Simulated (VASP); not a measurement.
Set up this calculation in VASP 6.6.1, as the native input.

```yaml
Task: single point
Functional: PBE
Potentials_or_basis: VASP PAW PBE potentials, release 64 (Ba_sv, Ti_sv, O)
Cutoff: 520 eV
k_mesh: 6 × 6 × 6
Occupations: gaussian, width 0.05 eV
Spin: no spin polarisation
Hubbard_terms: Ti d U = 4.0 eV
Dipole_correction: no
Further_INCAR_settings: ALGO = Normal; EDIFF = 1e-07; NBANDS = 28
```

The structure of BaTiO3 lies in POSCAR:

```
BaTiO3
1.0
    4.0082194746      0.0000000000      0.0000000000
    0.0000000000      2.8732814721      2.8859183788
    0.0000000000     -2.8732814721      2.8859183788
Ba Ti O
1 1 3
Direct
    0.0000000000     -0.0438993375     -0.0438993375
    0.5000000000      0.5197092871      0.5197092871
    0.0000000000      0.4916268390      0.4916268390
    0.5000000000      0.4938075372      0.9829991522
    0.5000000000      0.9829991522      0.4938075372
```

This cell differs from its parent crystal: all Ba atoms moved -0.300 Å, as atom 1 along Cartesian [0 0 1].

The input as run:

INCAR

```
PREC = Accurate ; ENCUT = 520
EDIFF = 1E-7 ; ISMEAR = 0
SIGMA = 0.05 ; LREAL = F
LASPH = T ; NELM = 150
ALGO = Normal ; ISIF = 2
LWAVE = F ; LCHARG = F
LMAXMIX = 4 ; LDAU = T
LDAUTYPE = 2 ; LDAUL = -1 2 -1
LDAUU = 0 4 0 ; LDAUJ = 0 0 0
LDAUPRINT = 1 ; GGA = PE
NBANDS = 28
```

KPOINTS

```
regular mesh
0
Gamma
  6 6 6
```

Potentials or basis: VASP PAW PBE potentials, release 64 (Ba_sv, Ti_sv, O).

The run is started by

```console
$ cat potpaw_PBE.64/Ba_sv/POTCAR potpaw_PBE.64/Ti_sv/POTCAR potpaw_PBE.64/O/POTCAR > POTCAR
$ mpirun -np 1 vasp_std > vasp.out
```

Results of the run:

The pressure is 5.2 GPa and the largest force is 1.825 eV/Å. The band gap on the k mesh is 2.49 eV (least direct gap 2.91 eV).

Caveat: the cell differs from its parent crystal (all Ba atoms moved -0.300 Å, as atom 1 along Cartesian [0 0 1]); the cell stands under pressure; spin-orbit coupling is left out, which moves the levels of the heavy elements; forces of over 1 eV/Å act on the atoms, so gaps and moduli don't describe the material at rest.

Run time: 59 s on 1 thread of AMD EPYC 9R45 96-Core Processor (Zen 5), with other jobs on the host, peak memory 0.21 GiB.
